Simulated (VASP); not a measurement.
# VRu (Pm-3m) in VASP: a series of runs

Runs on VRu. Level: LDA. Tasks: single point.

Program: VASP 6.6.1. These are calculated values, not measurements. Logs are shortened: lines on timing, memory, paths and dates and some standing lists are left out, and cuts for length are marked.

**1. The cell of the first run**

The structure is cubic, space group Pm-3m (No. 221). Conventional cell: a = 2.990 Å, b = 2.990 Å, c = 2.990 Å, α = 90.00°, β = 90.00°, γ = 90.00°. V (site symmetry m-3m) has 8 Ru at 2.59 Å and 6 V at 2.99 Å within 3.4 Å. Within 3.4 Å of Ru (site symmetry m-3m) lie 8 V at 2.59 Å and 6 Ru at 2.99 Å.

**2. Single point, LDA, collinear spin, ferromagnetic start**

The input, INCAR:

```
SYSTEM = VRu
ALGO = Normal
EDIFF = 1E-6
ENCUT = 500
GGA_COMPAT = .FALSE.
ISIF = 2
ISMEAR = 1
ISPIN = 2
LASPH = .TRUE.
LCHARG = .TRUE.
LELF = .TRUE.
LMAXMIX = 4
LORBIT = 11
LREAL = .FALSE.
LVHAR = .TRUE.
LWAVE = .FALSE.
MAGMOM = 1.5 0
NBANDS = 24
NELM = 200
PREC = Accurate
SIGMA = 0.1
```

The input, KPOINTS:

```
k-points
0
G
  3 3 3
  0 0 0
```

The input, POSCAR:

```
VRu
1.0
    2.9900000000      0.0000000000      0.0000000000
    0.0000000000      2.9900000000      0.0000000000
    0.0000000000      0.0000000000      2.9900000000
V Ru
1 1
Direct
    0.5000000000      0.5000000000      0.5000000000
    0.0000000000      0.0000000000      0.0000000000
```

Potentials or basis: VASP PAW LDA potentials, release 64 (V_sv, Ru_pv).

Command:

```sh
$ cat potpaw_LDA.64/V_sv/POTCAR potpaw_LDA.64/Ru_pv/POTCAR > POTCAR
$ mpirun -np 1 vasp_std > vasp.out
```

OUTCAR:

```text
SYSTEM = VRu
   EDIFF = 1E-6
   ENCUT = 500
   ISIF = 2
   ISMEAR = 1
   ISPIN = 2
   LASPH = .TRUE.
   LORBIT = 11
   LREAL = .FALSE.
   NELM = 200
   PREC = Accurate

 ion  position               nearest neighbor table
   1  0.500  0.500  0.500-   2 2.59   2 2.59   2 2.59   2 2.59   2 2.59   2 2.59   2 2.59   2 2.59

   2  0.000  0.000  0.000-   1 2.59   1 2.59   1 2.59   1 2.59   1 2.59   1 2.59   1 2.59   1 2.59

  LATTYP: Found a simple cubic cell.
 ALAT       =     2.9900000000

  Lattice vectors:

 A1 = (   2.9900000000,   0.0000000000,   0.0000000000)
 A2 = (   0.0000000000,   2.9900000000,   0.0000000000)
 A3 = (   0.0000000000,   0.0000000000,   2.9900000000)

Analysis of symmetry for initial positions (statically):
=====================================================================
 Subroutine PRICEL returns:
 Original cell was already a primitive cell.

 Routine SETGRP: Setting up the symmetry group for a
 simple cubic supercell.

 Subroutine GETGRP returns: Found 48 space group operations
 (whereof 48 operations were pure point group operations)
 out of a pool of 48 trial point group operations.

The static configuration has the point symmetry O_h .

Analysis of symmetry for dynamics (positions and initial velocities):
=====================================================================
 Subroutine PRICEL returns:
 Original cell was already a primitive cell.

 Routine SETGRP: Setting up the symmetry group for a
 simple cubic supercell.

 Subroutine GETGRP returns: Found 48 space group operations
 (whereof 48 operations were pure point group operations)
 out of a pool of 48 trial point group operations.

The dynamic configuration has the point symmetry O_h .

Analysis of structural, dynamic, and magnetic symmetry:
=====================================================================
 Subroutine PRICEL returns:
 Original cell was already a primitive cell.

 Routine SETGRP: Setting up the symmetry group for a
 simple cubic supercell.

 Subroutine GETGRP returns: Found 48 space group operations
 (whereof 48 operations were pure point group operations)
 out of a pool of 48 trial point group operations.

The overall configuration has the point symmetry O_h .

 Subroutine INISYM returns: Found 48 space group operations
 (whereof 48 operations are pure point group operations),
 and found     1 'primitive' translations

----------------------------------------------------------------------------------------

                                     Primitive cell
[... 93 lines left out ...]
  Thomas-Fermi vector in A             =   2.732853
   LORBIT       =     11    0 simple, 1 ext, 2 COOP (PROOUT), +10 PAW based schemes
   GGA     = CA    functional components
   LHFCALC =     F    Hartree Fock is set to
   AEXX    =    0.0000 exact exchange contribution
   IVDW    =     0    specifies the selected vdW correction
   LEPSILON=     F    determine dielectric tensor
   LRPA    =     F    only Hartree local field effects (RPA)
 spin polarized calculation
 Methfessel and Paxton  Order N= 1 SIGMA  =   0.10
  energy-cutoff  :      500.00
  volume of cell :       26.73
 maximum number of plane-waves:       691
 NGX is ok and might be reduce to    24
   NGX = 11   NGY = 11   NGZ = 11

 number of electron      26.9999990 magnetization       0.5764598

 Free energy of the ion-electron system (eV)
  ---------------------------------------------------
  ext. energy  EPLUGINS =         0.00000000
  ---------------------------------------------------
  free energy    TOTEN  =       -21.26341592 eV

  energy without entropy =      -21.26193751  energy(sigma->0) =      -21.26292312

 E-fermi :  11.7527     XC(G=0): -13.8968

 val. band max:       11.5694104319   @ k =   0.3333   0.3333   0.0000
 cond. band min:      11.7824586259   @ k =   0.3333   0.0000   0.0000
 fundamental gap:      0.2130481941
 Fermi energy:        11.7526560304

 spin component 1

 k-point     1 :       0.0000    0.0000    0.0000
  band No.  band energies     occupation
      1     -52.6105      1.00000
      2     -30.9960      1.00000
      3     -30.9960      1.00000
      4     -30.9960      1.00000
      5     -26.7442      1.00000
      6     -26.7442      1.00000
[... 97 lines left out ...]
     23      25.5929      0.00000
     24      25.5929      0.00000
 Fermi energy:        11.7526560304

 spin component 2

 k-point     1 :       0.0000    0.0000    0.0000
  band No.  band energies     occupation
      1     -52.0846      1.00000
      2     -31.0416      1.00000
      3     -31.0416      1.00000
      4     -31.0416      1.00000
      5     -26.2334      1.00000
      6     -26.2334      1.00000
[... 97 lines left out ...]
     23      25.7410      0.00000
     24      25.7410      0.00000

------------------------ aborting loop because EDIFF is reached ----------------------------------------

  FORCE on cell =-STRESS in cart. coord.  units (eV):
  Direction    XX          YY          ZZ          XY          YZ          ZX
  --------------------------------------------------------------------------------------
  -------------------------------------------------------------------------------------
  Total       -1.7231774     -1.7231774     -1.7231774     -0.0000000     -0.0000000      0.0000000
  in kB     -103.2825631   -103.2825631   -103.2825631     -0.0000000     -0.0000000      0.0000000
  external PRESSURE =    -103.2825631 kB  Pullay stress =       0.0000000 kB

 VOLUME and BASIS-vectors are now :
 -----------------------------------------------------------------------------
  energy-cutoff  :      500.00
  volume of cell :       26.73
      direct lattice vectors                 reciprocal lattice vectors
     2.990000000  0.000000000  0.000000000     0.334448161  0.000000000  0.000000000
     0.000000000  2.990000000  0.000000000     0.000000000  0.334448161  0.000000000
     0.000000000  0.000000000  2.990000000     0.000000000  0.000000000  0.334448161

 POSITION                                       TOTAL-FORCE (eV/Angst)
 -----------------------------------------------------------------------------------
      1.49500      1.49500      1.49500         0.000000      0.000000      0.000000
      0.00000      0.00000      0.00000         0.000000      0.000000      0.000000
 -----------------------------------------------------------------------------------
    total drift:                                0.000000      0.000000     -0.000000

  FREE ENERGIE OF THE ION-ELECTRON SYSTEM (eV)
  ---------------------------------------------------
  free  energy   TOTEN  =       -21.2634159243 eV

  energy  without entropy=      -21.2619375102  energy(sigma->0) =      -21.26292312

 total charge

# of ion       s       p       d       tot
------------------------------------------
    1        2.345   6.270   2.985  11.599
    2        0.444   6.292   6.000  12.737
--------------------------------------------------
tot          2.789  12.563   8.985  24.337

 magnetization (x)

# of ion       s       p       d       tot
------------------------------------------
    1        0.018   0.008   0.551   0.576
    2       -0.001   0.014  -0.083  -0.070
--------------------------------------------------
tot          0.017   0.022   0.468   0.507
```

stdout:

```text
POSCAR found type information on POSCAR V Ru
 POSCAR found :  2 types and       2 ions
 scaLAPACK will be used
 LDA part: xc-table for (Slater(with rela. corr.)+CA(PZ))
 , standard interpolation
 POSCAR, INCAR and KPOINTS ok, starting setup
 FFT: planning ... GRIDC
 FFT: planning ... GRID_SOFT
 FFT: planning ... GRID
 WAVECAR not read
 entering main loop
```

Run time: 3.9 s. Hardware: 1 thread of Intel Xeon 6975P-C (Granite Rapids), shared host; peak memory 0.13 GiB.

Results:

| Property | Result |
| --- | --- |
| Free energy | -21.2634 eV |
| Pressure | -10.3 GPa |
| Net moment | 0.58 μB per cell |
| Site moments | V +0.58; Ru -0.07 μB |
| Valence electrons inside the program's atomic spheres | V 11.60; Ru 12.74 |

Levels at points of the mesh, in eV from the Fermi level:
Spin up:
| k point | band 9 | band 10 | band 11 | band 12 | band 13 | band 14 | band 15 | band 16 | band 17 | band 18 |
| --- | --- | --- | --- | --- | --- | --- | --- | --- | --- | --- |
| (0.00, 0.00, 0.00) | -5.59 | -5.59 | -2.02 | -2.02 | -2.02 | 0.59 | 0.59 | 2.18 | 2.18 | 2.18 |
Spin down:
```
           k point  band 10  band 11  band 12  band 13  band 14  band 15  band 16  band 17
(0.00, 0.00, 0.00)    -5.50    -1.88    -1.88    -1.88     0.87     0.87     2.51     2.51
```

Caveat: the k points lie up to 0.70 Å⁻¹ apart; an empty level that is flat over the whole mesh can mark a ghost state of the potentials, or a narrow d or f band.

**3. Single point, LDA, collinear spin, ferromagnetic start**

The input, INCAR:

```
SYSTEM = VRu
  PREC = Accurate
  ENCUT = 500
  EDIFF = 1E-6
  ISMEAR = 1
  SIGMA = 0.1
  LREAL = .False.
  LASPH = .True.
  NELM = 200
  ALGO = Normal
  ISIF = 2
  LWAVE = .False.
  LCHARG = .False.
  ISPIN = 2
  MAGMOM = 1.5 0
  LORBIT = 11
  LMAXMIX = 4
  GGA = CA
  NBANDS = 24
  GGA_COMPAT = .False.
```

The input, KPOINTS:

```
regular mesh
0
Gamma
  4 4 4
  0 0 0
```

POSCAR is that of step 2.

Potentials or basis: VASP PAW LDA potentials, release 64 (V_sv, Ru_pv).

Command:

```sh
$ cat potpaw_LDA.64/V_sv/POTCAR potpaw_LDA.64/Ru_pv/POTCAR > POTCAR
$ mpirun -np 1 vasp_std > vasp.out
```

It took 5.2 s on 1 thread of Intel Xeon 6975P-C (Granite Rapids), shared host; peak memory 0.13 GiB.

Results (log left out):

| Item | Value |
| --- | --- |
| Free energy | -20.9452 eV |
| Pressure | -10.7 GPa |
| Net moment | 0.48 μB per cell |
| Site moments | V +0.32; Ru +0.12 μB |
| Valence electrons inside the program's atomic spheres | V 11.65; Ru 12.73 |

Levels at points of the mesh, in eV from the Fermi level:
Spin up:
```
           k point  band 9  band 10  band 11  band 12  band 13  band 14  band 15  band 16  band 17  band 18
(0.00, 0.00, 0.00)   -5.91    -5.91    -2.25    -2.25    -2.25     0.50     0.50     2.16     2.16     2.16
(0.50, 0.00, 0.00)   -4.24    -3.94    -2.42    -2.42    -1.99    -1.05    -0.49    -0.49     0.57     1.54
(0.50, 0.50, 0.00)   -5.63    -3.94    -3.94     0.00     0.17     0.74     0.75     0.75     1.41     2.64
(0.50, 0.50, 0.50)   -4.38    -4.38    -2.29    -2.29    -2.29     0.09     0.09     1.48     1.48     9.46
```
Spin down:
```tsv
k point	band 9	band 10	band 11	band 12	band 13	band 14	band 15	band 16	band 17	band 18
(0.00, 0.00, 0.00)	-5.80	-5.80	-2.13	-2.13	-2.13	0.72	0.72	2.37	2.37	2.37
(0.50, 0.00, 0.00)	-4.15	-3.82	-2.34	-2.34	-1.76	-0.97	-0.26	-0.26	0.82	1.63
(0.50, 0.50, 0.00)	-5.52	-3.82	-3.82	0.10	0.33	0.84	0.84	0.99	1.70	2.85
(0.50, 0.50, 0.50)	-4.30	-4.30	-2.11	-2.11	-2.11	0.19	0.19	1.77	1.77	9.60
```

Caveat: the k points lie up to 0.53 Å⁻¹ apart; an empty level that is flat over the whole mesh can mark a ghost state of the potentials, or a narrow d or f band.
